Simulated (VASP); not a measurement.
# Sc2H (Pmna) in VASP: a series of runs, part 2 of 2

VASP 6.6.1.

### 3 Relaxation of cell and atoms, PBE

This run uses another cell than the first one, of 15.10 Å³/atom, 0.878 times its volume.

File INCAR:

```
ALGO = Normal ; EDIFF = 1E-6
EDIFFG = -0.04 ; ENCUT = 600
GGA = PE ; IBRION = 2
ISIF = 3 ; ISMEAR = 0
LASPH = True ; LCHARG = False
LREAL = False ; LWAVE = False
NELM = 80 ; NSW = 90
PREC = Accurate ; SIGMA = 0.1
```

File KPOINTS:

```
k-points
0
Gamma
  4 6 4
```

File POSCAR:

```
Sc2H
1.0
    5.0870786784      0.0000000000      0.0000000000
    0.0000000000      3.6593552863      0.0000000000
    0.0000000000      0.0000000000      4.8674111198
Sc H
4 2
Direct
    0.7500000000      0.3333333333      0.2500000000
    0.7500000000      0.6666666667      0.7500000000
    0.2500000000      0.3333333333      0.2500000000
    0.2500000000      0.6666666667      0.7500000000
    0.0000000000      0.5000000000      0.0000000000
    0.5000000000      0.5000000000      0.5000000000
```

Potentials or basis: VASP PAW PBE potentials, release 64 (Sc_sv, H).

Run with:

```
$ cat potpaw_PBE.64/Sc_sv/POTCAR potpaw_PBE.64/H/POTCAR > POTCAR
$ mpirun -np 1 vasp_std > vasp.out
```

OUTCAR:

```text
EDIFF = 1E-6
   EDIFFG = -0.04
   ENCUT = 600
   GGA = PE
   IBRION = 2
   ISIF = 3
   ISMEAR = 0
   LASPH = True
   LREAL = False
   NELM = 80
   NSW = 90
   PREC = Accurate

 ion  position               nearest neighbor table
   1  0.750  0.333  0.250-   5 1.86   6 1.86   3 2.54   3 2.54   2 2.72   2 2.72
   2  0.750  0.667  0.750-   5 1.86   6 1.86   4 2.54   4 2.54   1 2.72   1 2.72
   3  0.250  0.333  0.250-   5 1.86   6 1.86   1 2.54   1 2.54   4 2.72   4 2.72
   4  0.250  0.667  0.750-   5 1.86   6 1.86   2 2.54   2 2.54   3 2.72   3 2.72
   5  0.000  0.500  0.000-   1 1.86   2 1.86   3 1.86   4 1.86
   6  0.500  0.500  0.500-   1 1.86   2 1.86   3 1.86   4 1.86

  LATTYP: Found a simple orthorhombic cell.
 ALAT       =     3.6593552863
 B/A-ratio  =     1.3301280523
 C/A-ratio  =     1.3901570852

  Lattice vectors:

 A1 = (   0.0000000000,   3.6593552863,   0.0000000000)
 A2 = (   0.0000000000,   0.0000000000,   4.8674111198)
 A3 = (   5.0870786784,   0.0000000000,   0.0000000000)

Analysis of symmetry for initial positions (statically):
=====================================================================
 Subroutine PRICEL returns:
 Original cell was already a primitive cell.

 Routine SETGRP: Setting up the symmetry group for a
 simple orthorhombic supercell.

 Subroutine GETGRP returns: Found  8 space group operations
 (whereof  4 operations were pure point group operations)
 out of a pool of  8 trial point group operations.

The static configuration has the point symmetry C_2h.
 The point group associated with its full space group is D_2h.

Analysis of symmetry for dynamics (positions and initial velocities):
=====================================================================
 Subroutine PRICEL returns:
 Original cell was already a primitive cell.

 Routine SETGRP: Setting up the symmetry group for a
 simple orthorhombic supercell.

 Subroutine GETGRP returns: Found  8 space group operations
 (whereof  4 operations were pure point group operations)
 out of a pool of  8 trial point group operations.

The dynamic configuration has the point symmetry C_2h.
 The point group associated with its full space group is D_2h.

 Subroutine INISYM returns: Found  8 space group operations
 (whereof  4 operations are pure point group operations),
 and found     1 'primitive' translations

----------------------------------------------------------------------------------------

                                     Primitive cell

  volume of cell :      90.6089

  direct lattice vectors                    reciprocal lattice vectors
     5.087078678  0.000000000  0.000000000     0.196576476  0.000000000  0.000000000
     0.000000000  3.659355286  0.000000000     0.000000000  0.273272181  0.000000000
     0.000000000  0.000000000  4.867411120     0.000000000  0.000000000  0.205448025

  length of vectors
     5.087078678  3.659355286  4.867411120     0.196576476  0.273272181  0.205448025

  position of ions in fractional coordinates (direct lattice)
     0.750000000  0.333333333  0.250000000
     0.750000000  0.666666667  0.750000000
     0.250000000  0.333333333  0.250000000
     0.250000000  0.666666667  0.750000000
     0.000000000  0.500000000  0.000000000
     0.500000000  0.500000000  0.500000000

  ion indices of the primitive-cell ions
   primitive index   ion index
[... 24 lines left out ...]

  Shift w.r.t. Gamma in fractional coordinates (k-lattice)
     0.000000000  0.000000000  0.000000000

 Subroutine IBZKPT returns following result:
 ===========================================

 Found     36 irreducible k-points:

 Following reciprocal coordinates:
            Coordinates               Weight
  0.000000  0.000000  0.000000      1.000000
  0.250000  0.000000  0.000000      2.000000
  0.500000  0.000000  0.000000      1.000000
  0.000000  0.166667  0.000000      2.000000
  0.250000  0.166667  0.000000      4.000000
  0.500000  0.166667  0.000000      2.000000
[... 16 lines left out ...]
  0.250000  0.500000  0.250000      4.000000
  0.500000  0.500000  0.250000      2.000000
 [... further k-points ...]
   k-points           NKPTS =     36   k-points in BZ     NKDIM =     36   number of bands    NBANDS=     27
   number of dos      NEDOS =    301   number of ions     NIONS =      6
   total plane-waves  NPLWV =  50400
   dimension x,y,z NGX =    42 NGY =   30 NGZ =   40
   dimension x,y,z NGXF=    84 NGYF=   60 NGZF=   80
   ions per type =               4   2
   NGX,Y,Z   is equivalent  to a cutoff of  13.73, 13.63, 13.66 a.u.
   NGXF,Y,Z  is equivalent  to a cutoff of  27.45, 27.26, 27.32 a.u.
 SYSTEM =  unknown system
   PREC   = accura    normal or accurate (medium, high low for compatibility)
   ISTART =      0    job   : 0-new  1-cont  2-samecut
   ICHARG =      2    charge: 1-file 2-atom 10-const
   ISPIN  =      1    spin polarized calculation?
   LNONCOLLINEAR =      F non collinear calculations
   LSORBIT =      F    spin-orbit coupling
   LASPH  =      T    aspherical Exc in radial PAW
   ENCUT  =  600.0 eV  44.10 Ry    6.64 a.u.  10.16  7.31  9.72*2*pi/ulx,y,z
   NELM   =     80;   NELMIN=  2; NELMDL= -5     # of ELM steps
   EDIFF  = 0.1E-05   stopping-criterion for ELM
   LREAL  =      F    real-space projection
   EDIFFG = -.4E-01   stopping-criterion for IOM
   NSW    =     90    number of steps for IOM
   IBRION =      2    ionic relax: 0-MD 1-quasi-New 2-CG
   NFREE  =      1    steps in history (QN), initial steepest desc. (CG)
   ISIF   =      3    stress and relaxation
   ISYM   =      2    0-nonsym 1-usesym 2-fastsym
   POTIM  = 0.5000    time-step for ionic-motion
   TEBEG  =    0.0;   TEEND  =   0.0 temperature during run
   PSTRESS=    0.0 pullay stress
   NELECT =      46.0000    total number of electrons
   NUPDOWN=      -1.0000    fix difference up-down
   EMIN   =  10.00;   EMAX   =-10.00  energy-range for DOS
   EFERMI =   0.00;   METHOD = LEGACY
   ISMEAR =     0;   SIGMA  =   0.10  broadening in eV -4-tet -1-fermi 0-gaus
   EFERMI_NEDOS =   21; number of points for ismear=-14 and -15
   IALGO  =     38    algorithm
   IMIX   =      4    mixing-type and parameters
     AMIX     =   0.40;   BMIX     =  1.00
     AMIX_MAG =   1.60;   BMIX_MAG =  1.00
  volume/ion in A,a.u.               =      15.10       101.91
  Fermi-wavevector in a.u.,A,eV,Ry     =   1.305982  2.467948 23.205936  1.705588
  Thomas-Fermi vector in A             =   2.436814
   LORBIT       =      0    0 simple, 1 ext, 2 COOP (PROOUT), +10 PAW based schemes
   GGA     = PE    functional components
   LHFCALC =     F    Hartree Fock is set to
   AEXX    =    0.0000 exact exchange contribution
   IVDW    =     0    specifies the selected vdW correction
   LEPSILON=     F    determine dielectric tensor
   LRPA    =     F    only Hartree local field effects (RPA)
 conjugate gradient relaxation of ions
 non-spin polarized calculation
 Gauss-broadening in eV      SIGMA  =   0.10
  energy-cutoff  :      600.00
  volume of cell :       90.61
 maximum number of plane-waves:      3048
 NGX is ok and might be reduce to    42
   NGX = 21   NGY = 15   NGZ = 19

--------------------------------------- Ionic step        1  -------------------------------------------

 number of electron      45.9999990 magnetization

 Free energy of the ion-electron system (eV)
  ---------------------------------------------------
  ext. energy  EPLUGINS =         0.00000000
  ---------------------------------------------------
  free energy    TOTEN  =       -28.84447224 eV

  energy without entropy =      -28.81492294  energy(sigma->0) =      -28.82969759

------------------------ aborting loop because EDIFF is reached ----------------------------------------

  FORCE on cell =-STRESS in cart. coord.  units (eV):
  Direction    XX          YY          ZZ          XY          YZ          ZX
  --------------------------------------------------------------------------------------
  -------------------------------------------------------------------------------------
  Total       16.9066912     -1.5994841     13.3931349      0.0000000      0.0000000      0.0000000
  in kB      298.9497130    -28.2826071    236.8218468      0.0000000      0.0000000      0.0000000
  external PRESSURE =     169.1629842 kB  Pullay stress =       0.0000000 kB
[... 1560 lines left out ...]
     26       4.9716      0.00000
     27       5.2168      0.00000

 [... further k-points ...]

[... ionic steps 4 to 13 ...]

--------------------------------------- Ionic step       14  -------------------------------------------

 number of electron      45.9999996 magnetization

------------------------ aborting loop because EDIFF is reached ----------------------------------------
[... 75 lines left out ...]
--------------------------------------- Ionic step       16  -------------------------------------------

 number of electron      45.9999995 magnetization

 Free energy of the ion-electron system (eV)
  ---------------------------------------------------
  ext. energy  EPLUGINS =         0.00000000
  ---------------------------------------------------
  free energy    TOTEN  =       -31.29018946 eV

  energy without entropy =      -31.25371329  energy(sigma->0) =      -31.27195137

 E-fermi :   3.7001     XC(G=0):  -9.8977

 val. band max:        3.6984524123   @ k =   0.0000   0.0000   0.5000
 cond. band min:       3.7073984726   @ k =   0.2500   0.1667   0.2500
 fundamental gap:      0.0089460603
 Fermi energy:         3.7000772020
[... 753 lines left out ...]
  FREE ENERGIE OF THE ION-ELECTRON SYSTEM (eV)
  ---------------------------------------------------
  free  energy   TOTEN  =       -31.2901894616 eV

  energy  without entropy=      -31.2537132867  energy(sigma->0) =      -31.27195137

 reached required accuracy - stopping structural energy minimisation
```

OSZICAR:

```text
N       E                     dE             d eps       ncg     rms          rms(c)
DAV:   1     0.103924953826E+04    0.10392E+04   -0.22896E+04  1944   0.207E+03
DAV:   2     0.574908186201E+02   -0.98176E+03   -0.97306E+03  3032   0.846E+02
DAV:   3    -0.283264806160E+02   -0.85817E+02   -0.83907E+02  3126   0.368E+02
[... 147 lines left out ...]
       N       E                     dE             d eps       ncg     rms          rms(c)
DAV:   1    -0.312888070803E+02    0.55226E-03   -0.52169E-01  2526   0.153E+01    0.160E-01
DAV:   2    -0.312902076838E+02   -0.14006E-02   -0.20229E-02  2223   0.132E+00    0.803E-02
DAV:   3    -0.312901930169E+02    0.14667E-04   -0.13852E-03  3296   0.361E-01    0.314E-02
DAV:   4    -0.312901889172E+02    0.40998E-05   -0.62041E-05  3222   0.962E-02    0.108E-02
DAV:   5    -0.312901894616E+02   -0.54440E-06   -0.45730E-06  2049   0.227E-02
  16 F= -.31290189E+02 E0= -.31271951E+02  d E =-.830013E-03
```

Wall time 16 min (1 thread of Intel Xeon 6975P-C, shared host); peak memory 0.28 GiB.

Results:

| Property | Result |
| --- | --- |
| Free energy | -31.2902 eV |
| Relaxed volume | 17.27 Å³/atom |
| Relaxed cell | a = 6.144 Å, b = 3.165 Å, c = 5.330 Å, α = 90.00°, β = 90.00°, γ = 90.00° |
| Space group after relaxing (to 0.05 Å) | Pmna (No. 53) |
| Energy gained by relaxing | 407.6 meV/atom |
| Ionic steps | 16 |
| Pressure after relaxing | 0.0 GPa |
| Largest force after relaxing | 0.027 eV/Å |
| Band gap on the k mesh | zero (band 23 reaches 4.29 eV, above the bottom of band 24 at 2.98 eV) |

Forces on the atoms (eV/Å):
```
Sc   0.000 -0.027  0.000
Sc   0.000  0.027  0.000
Sc   0.000 -0.027  0.000
Sc   0.000  0.027  0.000
H    0.000  0.000  0.000
H    0.000  0.000  0.000
```

Stress tensor (GPa, compression positive):
```
 0.03  0.00  0.00
 0.00 -0.07  0.00
 0.00  0.00  0.13
```

The path:
| step | energy change (eV) | largest force (eV/Å) | pressure (GPa) | volume (Å³) |
| --- | --- | --- | --- | --- |
| 1 | 0.0000 | 1.6576 | 16.92 | 90.61 |
| 2 | -1.9879 | 0.3401 | -1.88 | 112.54 |
| 3 | -1.9975 | 0.2647 | -2.94 | 114.84 |
| 4 | -1.9975 | 0.2808 | -2.72 | 114.33 |
| 5 | -2.1752 | 0.2594 | -1.76 | 110.03 |
| 6 | -2.3461 | 0.2262 | 0.46 | 103.36 |
| 7 | -1.8822 | 0.2594 | 8.92 | 89.96 |
| 8 | -2.3571 | 0.2454 | 1.35 | 101.50 |
| 9 | -2.3592 | 0.2438 | 1.95 | 100.31 |
| 10 | -2.4202 | 0.1461 | 0.95 | 101.93 |
| 11 | -2.4205 | 0.1386 | 0.91 | 102.04 |
| 12 | -2.4415 | 0.0730 | -0.23 | 104.21 |
| 13 | -2.4421 | 0.0624 | -0.41 | 104.61 |
| 14 | -2.4448 | 0.0467 | -0.03 | 103.84 |
| 15 | -2.4449 | 0.0449 | 0.04 | 103.70 |
| 16 | -2.4457 | 0.0270 | 0.03 | 103.64 |

Final structure:
```
Sc H
1.0
     6.14431    0.00000    0.00000
     0.00000    3.16487    0.00000
     0.00000    0.00000    5.32964
Sc H
4 2
Direct
  0.75000 0.27790 0.25000
  0.75000 0.72210 0.75000
  0.25000 0.27790 0.25000
  0.25000 0.72210 0.75000
  0.00000 0.50000 0.00000
  0.50000 0.50000 0.50000
```

Levels at points of the mesh, in eV from the Fermi level:
| k point | band 21 | band 22 | band 23 | band 24 | band 25 | band 26 |
| --- | --- | --- | --- | --- | --- | --- |
| (0.00, 0.00, 0.00) | -1.69 | -0.43 | -0.26 | -0.04 | 0.07 | 1.41 |
| (0.50, 0.00, 0.00) | -0.97 | -0.97 | -0.18 | -0.18 | 1.29 | 1.29 |
| (0.00, 0.50, 0.00) | -0.42 | -0.27 | -0.18 | 0.29 | 0.34 | 0.71 |
| (0.50, 0.50, 0.00) | -0.18 | -0.18 | -0.05 | -0.05 | 1.15 | 1.15 |
| (0.00, 0.00, 0.50) | -0.54 | -0.54 | 0.00 | 0.00 | 0.54 | 0.54 |
| (0.50, 0.00, 0.50) | -0.24 | -0.24 | 0.35 | 0.35 | 1.02 | 1.02 |
| (0.00, 0.50, 0.50) | -0.76 | -0.76 | -0.38 | -0.38 | 0.16 | 0.16 |
| (0.50, 0.50, 0.50) | -0.88 | -0.88 | -0.72 | -0.72 | 0.90 | 0.90 |

### 4 Single point, PBE

File INCAR:

```
  ALGO = Normal
  EDIFF = 1E-6
  ENCUT = 520
  GGA = PE
  ISIF = 2
  ISMEAR = 0
  LASPH = T
  LCHARG = F
  LREAL = F
  LWAVE = F
  NBANDS = 32
  NELM = 60
  PREC = Accurate
  SIGMA = 0.1
```

File KPOINTS:

```
k-points
0
Gamma
  6 12 8
```

File POSCAR:

```
Sc2H
1.0
    6.1375638271      0.0000000000      0.0000000000
    0.0000000000      3.1550687015      0.0000000000
    0.0000000000      0.0000000000      5.3308649366
Sc H
4 2
Direct
    0.7500000000      0.2743857401      0.2500000000
    0.7500000000      0.7256142599      0.7500000000
    0.2500000000      0.2743857401      0.2500000000
    0.2500000000      0.7256142599      0.7500000000
    0.0000000000      0.5000000000      0.0000000000
    0.5000000000      0.5000000000      0.5000000000
```

Run with:

```
$ cat potpaw_PBE.64/Sc_sv/POTCAR potpaw_PBE.64/H/POTCAR > POTCAR
$ mpirun -np 1 vasp_std > vasp.out
```

Run time: 5.8 min. Hardware: 1 thread of Intel Xeon 6975P-C, shared host; peak memory 0.45 GiB.

Results (log left out):

```yaml
Free_energy: -31.3020 eV
Pressure: 0.0 GPa
Largest_force: 0.004 eV/Å
Band_gap_on_the_k_mesh: zero (band 23 reaches 4.33 eV, above the bottom of band 24 at 3.00 eV)
```

Forces in eV/Å, atoms in the order of the input:
```
Sc   0.000 -0.004  0.000
Sc   0.000  0.004  0.000
Sc   0.000 -0.004  0.000
Sc   0.000  0.004  0.000
H    0.000  0.000  0.000
H    0.000  0.000  0.000
```

Levels at points of the mesh, in eV from the Fermi level:
| k point | band 20 | band 21 | band 22 | band 23 | band 24 | band 25 | band 26 | band 27 |
| --- | --- | --- | --- | --- | --- | --- | --- | --- |
| (0.00, 0.00, 0.00) | -2.05 | -1.72 | -0.45 | -0.29 | -0.07 | 0.06 | 1.40 | 1.63 |
| (0.50, 0.00, 0.00) | -2.19 | -1.00 | -1.00 | -0.20 | -0.20 | 1.27 | 1.27 | 1.55 |
| (0.00, 0.50, 0.00) | -1.26 | -0.42 | -0.31 | -0.16 | 0.28 | 0.34 | 0.72 | 0.84 |
| (0.50, 0.50, 0.00) | -1.30 | -0.21 | -0.21 | -0.05 | -0.05 | 1.16 | 1.16 | 1.38 |
| (0.00, 0.00, 0.50) | -2.32 | -0.56 | -0.56 | -0.01 | -0.01 | 0.52 | 0.52 | 1.35 |
| (0.50, 0.00, 0.50) | -2.66 | -0.24 | -0.24 | 0.33 | 0.33 | 1.01 | 1.01 | 1.11 |
| (0.00, 0.50, 0.50) | -1.46 | -0.76 | -0.76 | -0.41 | -0.41 | 0.13 | 0.13 | 1.66 |
| (0.50, 0.50, 0.50) | -1.27 | -0.89 | -0.89 | -0.74 | -0.74 | 0.89 | 0.89 | 1.19 |

### 5 The runs side by side

| task | cell | k mesh | cutoff (eV) | gap on the mesh (eV) | pressure (GPa) |
| --- | --- | --- | --- | --- | --- |
| single point | a = 6.135, b = 3.155, c = 5.333 Å, 6 atoms | 4 × 6 × 4 | 520 | none | 0.2 |
| relaxation of cell and atoms | relaxed from a = 5.087, b = 3.659, c = 4.867 Å, 6 atoms | 4 × 6 × 4 | 600 | none | 0.0 |
| single point | a = 6.138, b = 3.155, c = 5.331 Å, 6 atoms | 6 × 12 × 8 | 520 | none | 0.0 |

Alike in all rows: level PBE; potentials or basis VASP PAW PBE potentials, release 64 (Sc_sv, H); no spin polarisation; smearing gaussian 0.1 eV.

Total energies depend on the potentials used, so only differences within one code and one set of settings carry meaning.
